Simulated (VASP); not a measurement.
# CdGeAs2 (I-42d) in VASP: further runs

CdGeAs2 is run at these levels: PBEsol; tasks: single point.

Everything below comes from runs of VASP 6.6.1. Logs are shortened: lines on timing, memory, paths and dates and some standing lists are left out, and cuts for length are marked.

### Step 1. The cell of the first run

It takes space group I-42d (No. 122, tetragonal). Conventional cell: a = 5.944 Å, b = 5.944 Å, c = 11.304 Å, α = 90.00°, β = 90.00°, γ = 90.00°. Cd (site symmetry -4) has 4 As at 2.62 Å within 3.5 Å. Within 3.2 Å of Ge (site symmetry -4) lie 4 As at 2.45 Å. Within 3.2 Å of As (site symmetry 2) lie 2 Ge at 2.45 Å and 2 Cd at 2.62 Å.

### Step 2. Single point, PBEsol

INCAR

```
  PREC = Accurate
  ENCUT = 520
  EDIFF = 1E-6
  ISMEAR = 0
  SIGMA = 0.01
  LREAL = False
  LASPH = True
  NELM = 80
  ALGO = Normal
  ISIF = 2
  LWAVE = False
  LCHARG = True
  GGA = PS
  LELF = True
  LVHAR = True
  NBANDS = 46
```

KPOINTS

```
Automatic mesh
0
Gamma
  8 8 8
```

POSCAR

```
CdGeAs2
1.0
   -2.9722255094      2.9722255094      5.6519594227
    2.9722255094     -2.9722255094      5.6519594227
    2.9722255094      2.9722255094     -5.6519594227
Cd Ge As
2 2 4
Direct
    0.2500000000      0.7500000000      0.5000000000
    0.5000000000      0.5000000000      0.0000000000
    0.0000000000      0.0000000000      0.0000000000
    0.7500000000      0.2500000000      0.5000000000
    0.8750000000      0.3496303587      0.9746303587
    0.6503696413      0.6250000000      0.5253696413
    0.3750000000      0.9003696413      0.0253696413
    0.0996303587      0.1250000000      0.4746303587
```

Potentials or basis: VASP PAW PBE potentials, release 64 (Cd, Ge_d, As).

Started as:

```bash
$ cat potpaw_PBE.64/Cd/POTCAR potpaw_PBE.64/Ge_d/POTCAR potpaw_PBE.64/As/POTCAR > POTCAR
$ mpirun -np 1 vasp_std > vasp.out
```

OUTCAR:

```text
PREC = Accurate
   ENCUT = 520
   EDIFF = 1E-6
   ISMEAR = 0
   LREAL = False
   LASPH = True
   NELM = 80
   ISIF = 2
   GGA = PS

 ion  position               nearest neighbor table
   1  0.250  0.750  0.500-   7 2.62   6 2.62   8 2.62   5 2.62
   2  0.500  0.500  0.000-   6 2.62   5 2.62   7 2.62   8 2.62
   3  0.000  0.000  0.000-   5 2.45   6 2.45   7 2.45   8 2.45
   4  0.750  0.250  0.500-   7 2.45   8 2.45   5 2.45   6 2.45
   5  0.875  0.350  0.975-   3 2.45   4 2.45   1 2.62   2 2.62
   6  0.650  0.625  0.525-   3 2.45   4 2.45   1 2.62   2 2.62
   7  0.375  0.900  0.025-   4 2.45   3 2.45   2 2.62   1 2.62
   8  0.100  0.125  0.475-   4 2.45   3 2.45   2 2.62   1 2.62

  LATTYP: Found a body centered tetragonal cell.
 ALAT       =     5.9444510188
 C/A-ratio  =     1.9015917214

  Lattice vectors:

 A1 = (  -2.9722255094,   2.9722255094,   5.6519594227)
 A2 = (   2.9722255094,  -2.9722255094,   5.6519594227)
 A3 = (   2.9722255094,   2.9722255094,  -5.6519594227)

Analysis of symmetry for initial positions (statically):
=====================================================================
 Subroutine PRICEL returns:
 Original cell was already a primitive cell.

 Routine SETGRP: Setting up the symmetry group for a
 body centered tetragonal supercell.

 Subroutine GETGRP returns: Found  8 space group operations
 (whereof  4 operations were pure point group operations)
 out of a pool of 16 trial point group operations.

The static configuration has the point symmetry S_4 .
 The point group associated with its full space group is D_2d.

Analysis of symmetry for dynamics (positions and initial velocities):
=====================================================================
 Subroutine PRICEL returns:
 Original cell was already a primitive cell.

 Routine SETGRP: Setting up the symmetry group for a
 body centered tetragonal supercell.

 Subroutine GETGRP returns: Found  8 space group operations
 (whereof  4 operations were pure point group operations)
 out of a pool of 16 trial point group operations.

The dynamic configuration has the point symmetry S_4 .
 The point group associated with its full space group is D_2d.

 Subroutine INISYM returns: Found  8 space group operations
 (whereof  4 operations are pure point group operations),
 and found     1 'primitive' translations

----------------------------------------------------------------------------------------

                                     Primitive cell

  volume of cell :     199.7205

  direct lattice vectors                    reciprocal lattice vectors
    -2.972225509  2.972225509  5.651959423     0.000000000  0.168224113  0.088464896
     2.972225509 -2.972225509  5.651959423     0.168224113  0.000000000  0.088464896
     2.972225509  2.972225509 -5.651959423     0.168224113  0.168224113  0.000000000

  length of vectors
     7.043642117  7.043642117  7.043642117     0.190066804  0.190066804  0.237904822

  position of ions in fractional coordinates (direct lattice)
     0.250000000  0.750000000  0.500000000
     0.500000000  0.500000000  0.000000000
     0.000000000  0.000000000  0.000000000
     0.750000000  0.250000000  0.500000000
     0.875000000  0.349630359  0.974630359
     0.650369641  0.625000000  0.525369641
     0.375000000  0.900369641  0.025369641
     0.099630359  0.125000000  0.474630359

  ion indices of the primitive-cell ions
   primitive index   ion index
                 1           1
                 2           2
                 3           3
                 4           4
                 5           5
                 6           6
                 7           7
                 8           8

----------------------------------------------------------------------------------------

 KPOINTS: Automatic mesh

Automatic generation of k-mesh.
 Grid dimensions read from file:
 generate k-points for:    8    8    8

 Generating k-lattice:

  Cartesian coordinates                     Fractional coordinates (reciprocal lattice)
     0.000000000  0.021028014  0.011058112     0.125000000  0.000000000 -0.000000000
     0.021028014  0.000000000  0.011058112     0.000000000  0.125000000 -0.000000000
     0.021028014  0.021028014  0.000000000     0.000000000  0.000000000  0.125000000

  Length of vectors
     0.023758350  0.023758350  0.029738103

  Shift w.r.t. Gamma in fractional coordinates (k-lattice)
     0.000000000  0.000000000  0.000000000

 Subroutine IBZKPT returns following result:
 ===========================================

 Found     59 irreducible k-points:

 Following reciprocal coordinates:
            Coordinates               Weight
  0.000000  0.000000  0.000000      1.000000
  0.125000  0.000000  0.000000      8.000000
  0.250000  0.000000  0.000000      8.000000
  0.375000 -0.000000  0.000000      8.000000
  0.500000  0.000000  0.000000      4.000000
  0.125000  0.125000  0.000000      8.000000
[... 16 lines left out ...]
  0.250000  0.125000  0.125000     16.000000
  0.375000  0.125000  0.125000      8.000000
 [... further k-points ...]
   k-points           NKPTS =     59   k-points in BZ     NKDIM =     59   number of bands    NBANDS=     46
   number of dos      NEDOS =    301   number of ions     NIONS =      8
   total plane-waves  NPLWV = 157464
   dimension x,y,z NGX =    54 NGY =   54 NGZ =   54
   dimension x,y,z NGXF=   108 NGYF=  108 NGZF=  108
   ions per type =               2   2   4
   NGX,Y,Z   is equivalent  to a cutoff of  12.75, 12.75, 12.75 a.u.
   NGXF,Y,Z  is equivalent  to a cutoff of  25.49, 25.49, 25.49 a.u.
 SYSTEM =  unknown system
   PREC   = accura    normal or accurate (medium, high low for compatibility)
   ISTART =      0    job   : 0-new  1-cont  2-samecut
   ICHARG =      2    charge: 1-file 2-atom 10-const
   ISPIN  =      1    spin polarized calculation?
   LNONCOLLINEAR =      F non collinear calculations
   LSORBIT =      F    spin-orbit coupling
   LASPH  =      T    aspherical Exc in radial PAW
   ENCUT  =  520.0 eV  38.22 Ry    6.18 a.u.  13.10 13.10 13.10*2*pi/ulx,y,z
   NELM   =     80;   NELMIN=  2; NELMDL= -5     # of ELM steps
   EDIFF  = 0.1E-05   stopping-criterion for ELM
   LREAL  =      F    real-space projection
   EDIFFG = 0.1E-04   stopping-criterion for IOM
   NSW    =      0    number of steps for IOM
   IBRION =     -1    ionic relax: 0-MD 1-quasi-New 2-CG
   NFREE  =      0    steps in history (QN), initial steepest desc. (CG)
   ISIF   =      2    stress and relaxation
   ISYM   =      2    0-nonsym 1-usesym 2-fastsym
   POTIM  = 0.5000    time-step for ionic-motion
   TEBEG  =    0.0;   TEEND  =   0.0 temperature during run
   PSTRESS=    0.0 pullay stress
   NELECT =      72.0000    total number of electrons
   NUPDOWN=      -1.0000    fix difference up-down
   EMIN   =  10.00;   EMAX   =-10.00  energy-range for DOS
   EFERMI =   0.00;   METHOD = LEGACY
   ISMEAR =     0;   SIGMA  =   0.01  broadening in eV -4-tet -1-fermi 0-gaus
   EFERMI_NEDOS =   21; number of points for ismear=-14 and -15
   IALGO  =     38    algorithm
   IMIX   =      4    mixing-type and parameters
     AMIX     =   0.40;   BMIX     =  1.00
     AMIX_MAG =   1.60;   BMIX_MAG =  1.00
  volume/ion in A,a.u.               =      24.97       168.47
  Fermi-wavevector in a.u.,A,eV,Ry     =   1.165140  2.201796 18.470609  1.357551
  Thomas-Fermi vector in A             =   2.301670
   LORBIT       =      0    0 simple, 1 ext, 2 COOP (PROOUT), +10 PAW based schemes
   GGA     = PS    functional components
   LHFCALC =     F    Hartree Fock is set to
   AEXX    =    0.0000 exact exchange contribution
   IVDW    =     0    specifies the selected vdW correction
   LEPSILON=     F    determine dielectric tensor
   LRPA    =     F    only Hartree local field effects (RPA)
 non-spin polarized calculation
 Gauss-broadening in eV      SIGMA  =   0.01
  energy-cutoff  :      520.00
  volume of cell :      199.72
 maximum number of plane-waves:      5399
 NGX is ok and might be reduce to    54
   NGX = 27   NGY = 27   NGZ = 27

 number of electron      72.0000009 magnetization

 Free energy of the ion-electron system (eV)
  ---------------------------------------------------
  ext. energy  EPLUGINS =         0.00000000
  ---------------------------------------------------
  free energy    TOTEN  =       -33.13137802 eV

  energy without entropy =      -33.13137802  energy(sigma->0) =      -33.13137802

 E-fermi :   2.9902     XC(G=0):  -9.5661

 val. band max:        2.9013637398   @ k =   0.1250   0.0000   0.0000
 cond. band min:       3.0363297534   @ k =   0.0000   0.0000   0.0000
 fundamental gap:      0.1349660135
 Fermi energy:         2.9901915281

 k-point     1 :       0.0000    0.0000    0.0000
  band No.  band energies     occupation
      1     -21.8863      2.00000
      2     -21.8863      2.00000
      3     -21.8862      2.00000
      4     -21.8821      2.00000
      5     -21.8793      2.00000
      6     -21.8793      2.00000
[... 38 lines left out ...]
     45       7.7332      0.00000
     46       7.7332      0.00000

 k-point     2 :       0.1250    0.0000    0.0000
  band No.  band energies     occupation
      1     -21.8865      2.00000
      2     -21.8862      2.00000
      3     -21.8861      2.00000
      4     -21.8821      2.00000
      5     -21.8795      2.00000
      6     -21.8792      2.00000
[... 38 lines left out ...]
     45       7.6565      0.00000
     46       7.8520      0.00000

 k-point     3 :       0.2500    0.0000    0.0000
  band No.  band energies     occupation
      1     -21.8867      2.00000
      2     -21.8861      2.00000
      3     -21.8856      2.00000
      4     -21.8821      2.00000
      5     -21.8801      2.00000
      6     -21.8791      2.00000
[... 1018 lines left out ...]
     45       7.9532      0.00000
     46       8.2876      0.00000

 k-point    24 :       0.3750    0.1250    0.1250
  band No.  band energies     occupation
      1     -21.8864      2.00000
      2     -21.8861      2.00000
      3     -21.8844      2.00000
      4     -21.8819      2.00000
      5     -21.8814      2.00000
      6     -21.8798      2.00000
[... 38 lines left out ...]
     45       7.9044      0.00000
     46       8.4097      0.00000

 [... further k-points ...]
[... 5 lines left out ...]
  --------------------------------------------------------------------------------------
  -------------------------------------------------------------------------------------
  Total        0.2952357      0.2952357      0.3272420      0.0000000      0.0000000      0.0000000
  in kB        2.3684099      2.3684099      2.6251682      0.0000000      0.0000000      0.0000000
  external PRESSURE =       2.4539960 kB  Pullay stress =       0.0000000 kB

 VOLUME and BASIS-vectors are now :
 -----------------------------------------------------------------------------
  energy-cutoff  :      520.00
  volume of cell :      199.72
      direct lattice vectors                 reciprocal lattice vectors
    -2.972225509  2.972225509  5.651959423     0.000000000  0.168224113  0.088464896
     2.972225509 -2.972225509  5.651959423     0.168224113  0.000000000  0.088464896
     2.972225509  2.972225509 -5.651959423     0.168224113  0.168224113  0.000000000

 POSITION                                       TOTAL-FORCE (eV/Angst)
 -----------------------------------------------------------------------------------
      2.97223     -0.00000      2.82598         0.000000     -0.000000     -0.000000
      0.00000      0.00000      5.65196         0.000000      0.000000      0.000000
      0.00000      0.00000      0.00000         0.000000      0.000000     -0.000000
     -0.00000      2.97223      2.82598        -0.000000     -0.000000     -0.000000
      1.33530      4.45834      1.41299        -0.006249     -0.000000     -0.000000
      1.48611      1.63692      4.23897         0.000000      0.006249      0.000000
      1.63692     -1.48611      7.06495         0.006249      0.000000      0.000000
      1.48611      1.33530     -1.41299        -0.000000     -0.006249     -0.000000
 -----------------------------------------------------------------------------------
    total drift:                               -0.000003     -0.000003     -0.000002

  FREE ENERGIE OF THE ION-ELECTRON SYSTEM (eV)
  ---------------------------------------------------
  free  energy   TOTEN  =       -33.1313780233 eV

  energy  without entropy=      -33.1313780233  energy(sigma->0) =      -33.13137802
```

It took 28 min on 1 thread of Intel Xeon 8259CL, shared host; peak memory 0.72 GiB.

Results:

```
Free energy            : -33.1314 eV
Pressure               : 0.2 GPa
Largest force          : 0.006 eV/Å
Band gap on the k mesh : 0.13 eV (least direct gap 0.21 eV)
```

Forces on the atoms (eV/Å):
```
Cd   0.000  0.000  0.000
Cd   0.000  0.000  0.000
Ge   0.000  0.000  0.000
Ge   0.000  0.000  0.000
As  -0.006  0.000  0.000
As   0.000  0.006  0.000
As   0.006  0.000  0.000
As   0.000 -0.006  0.000
```

Levels at points of the mesh, in eV from the valence-band top:
```csv
k point,band 32,band 33,band 34,band 35,band 36,band 37,band 38,band 39,band 40,band 41
"(0.00, 0.00, 0.00)",-2.17,-2.17,-0.17,-0.08,-0.08,0.13,1.27,1.70,2.90,2.90
"(0.50, 0.00, 0.00)",-2.60,-2.12,-1.53,-1.27,-0.66,1.83,2.04,2.64,3.41,3.88
"(0.50, 0.50, 0.00)",-1.77,-1.07,-1.07,-0.55,-0.55,0.66,0.66,2.48,2.48,3.81
"(0.50, 0.50, 0.50)",-2.29,-1.83,-1.83,-1.00,-1.00,1.35,1.35,1.56,1.56,2.62
```

Caveat: semilocal functionals underestimate gaps, and a narrow one can read as zero; the PAW data sets were made with another functional, which shifts forces and pressure a little. A k mesh can miss the band edges.

(Part 1 of 2 ends here.)
